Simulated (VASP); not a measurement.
Write the native input for VASP 6.6.1 that does the following.

```
Task                   : single point
Functional             : r2SCAN
Potentials or basis    : VASP PAW PBE potentials, release 64 (Cs_sv)
Cutoff                 : 520 eV
k mesh                 : 8 × 8 × 8
Occupations            : fermi-dirac, width 0.1 eV
Spin                   : no spin polarisation
Dipole correction      : no
Further INCAR settings : ALGO = Normal; EDIFF = 1e-06; NBANDS = 10
```

The system is Cs.

```
Cs
1.0
    -3.13489    3.13489    3.13489
     3.13489   -3.13489    3.13489
     3.13489    3.13489   -3.13489
Cs
1
Direct
  0.00000 0.00000 0.00000
```

These files were run (other wordings do the same):

POSCAR

```
Cs
1.0
   -3.1348858338      3.1348858338      3.1348858338
    3.1348858338     -3.1348858338      3.1348858338
    3.1348858338      3.1348858338     -3.1348858338
Cs
1
Direct
    0.0000000000      0.0000000000      0.0000000000
```

INCAR.step1

```
SYSTEM = Cs
ALGO = Normal ; EDIFF = 1E-4
ENCUT = 520 ; GGA = PE
ISMEAR = -1 ; LASPH = .True.
LCHARG = .False. ; LREAL = .False.
LWAVE = .True. ; NBANDS = 10
NELM = 80 ; PREC = Accurate
SIGMA = 0.1
```

INCAR.step2

```
SYSTEM = Cs
ALGO = Normal ; EDIFF = 1E-6
ENCUT = 520 ; ISIF = 2
ISMEAR = -1 ; ISTART = 1
LASPH = .True. ; LCHARG = .False.
LMIXTAU = .True. ; LREAL = .False.
LWAVE = .False. ; METAGGA = R2SCAN
NBANDS = 10 ; NELM = 80
PREC = Accurate ; SIGMA = 0.1
```

KPOINTS

```
k-points
0
Gamma
  8 8 8
  0 0 0
```

Potentials or basis: VASP PAW PBE potentials, release 64 (Cs_sv).

Command:

```sh
$ cat potpaw_PBE.64/Cs_sv/POTCAR > POTCAR
$ cp INCAR.step1 INCAR
$ mpirun -np 1 vasp_std > vasp.out
$ cp INCAR.step2 INCAR
$ mpirun -np 1 vasp_std > vasp.out
```

Results of the run:

| Quantity | Value |
| --- | --- |
| Pressure | 0.0 GPa |
| Band gap on the k mesh | zero (an odd number of electrons rules out a gap without spin polarisation) |

Caveat: the PAW data sets were made with another functional, which shifts forces and pressure a little; spin-orbit coupling is left out, which moves the levels of the heavy elements.

It took 4.7 min on 1 thread of Intel Xeon 8259CL (shared host), peak memory 0.26 GiB.
